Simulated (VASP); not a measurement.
**Os: relaxation of cell and atoms with BLYP**

The system is Os.

```
Os
1.0
     2.47227    0.00000    0.00000
     0.00000    2.47227    0.00000
     0.00000    0.00000    2.47227
Os
1
Direct
  0.00000 0.00000 0.00000
```

This isn't the form of Os at room conditions, which is hcp.

```
Program                : VASP 6.6.1
Task                   : relaxation of cell and atoms
Functional             : BLYP
Potentials or basis    : VASP PAW PBE potentials, release 64 (Os)
Cutoff                 : 600 eV
k mesh                 : 13 × 13 × 13
Occupations            : fermi-dirac, width 0.1 eV
Spin                   : no spin polarisation
Dipole correction      : no
Further INCAR settings : ALGO = Normal; EDIFF = 1e-06; IBRION = 2; EDIFFG = -0.01; NSW = 80; ISIF = 3
```

```json
{
  "Relaxed volume": "17.65 Å³/atom",
  "Relaxed cell": "a = 2.604 Å, b = 2.604 Å, c = 2.604 Å, α = 90.00°, β = 90.00°, γ = 90.00°",
  "Space group after relaxing (to 0.1 Å)": "Pm-3m (No. 221)",
  "Pressure after relaxing": "0.0 GPa",
  "Band gap on the k mesh": "zero (bands 4 and 5 overlap by 4.92 eV)"
}
```

Final structure:
```
CELL_PARAMETERS angstrom
2.60352 0.00000 0.00000
0.00000 2.60352 0.00000
0.00000 0.00000 2.60352
ATOMIC_POSITIONS crystal
Os 0.00000 0.00000 0.00000
```

Levels at points of the mesh, in eV from the Fermi level:
| k point | band 1 | band 2 | band 3 | band 4 | band 5 | band 6 | band 7 | band 8 |
| --- | --- | --- | --- | --- | --- | --- | --- | --- |
| (0.00, 0.00, 0.00) | -8.85 | -5.53 | -5.53 | 2.05 | 2.05 | 2.05 | 15.22 | 15.22 |

It took 68 s on 1 thread of Intel Xeon 8259CL, with other jobs on the host, peak memory 0.14 GiB.

Caveat: the volume moved by over 15 % at a fixed basis, so the end points are rough; the PAW data sets were made with another functional, which shifts forces and pressure a little; spin-orbit coupling is left out, which moves the levels of the heavy elements.
